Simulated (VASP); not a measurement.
Runs of VASP 6.6.1 on V. The structure is that of space group P6_3/mmc (No. 194), or close to it. The cells are those of the table. This isn't the form of V at room conditions, which is bcc.

```tsv
task	cell	k mesh	cutoff (eV)	gap on the mesh (eV)	pressure (GPa)
single point	a = 2.656, b = 2.656, c = 9.438 Å, angles 90.0, 90.0, 120.0°, 4 atoms	16 × 16 × 4	520	none	-12.2
relaxation of cell and atoms	relaxed from a = 2.694, b = 2.694, c = 8.799 Å, angles 90.0, 90.0, 120.0°, 4 atoms	13 × 13 × 4	600	none	0.0
single point	a = 2.589, b = 2.589, c = 9.199 Å, angles 90.0, 90.0, 120.0°, 4 atoms	18 × 18 × 5	520	none	(a)
single point	a = 2.688, b = 2.688, c = 9.553 Å, angles 90.0, 90.0, 120.0°, 4 atoms	16 × 16 × 4	520	none	-16.8
```

Alike in all rows: level PBEsol; potentials or basis VASP PAW PBE potentials, release 64 (V_sv); no spin polarisation; smearing fermi-dirac 0.1 eV.

Q: Estimate the missing entries.

A: (a) 0.3.

Caveats: the PAW data sets were made with another functional, which shifts forces and pressure a little; the cell stands under tension (at least some runs).

A gap of «none» marks levels without a gap at the run's occupations.
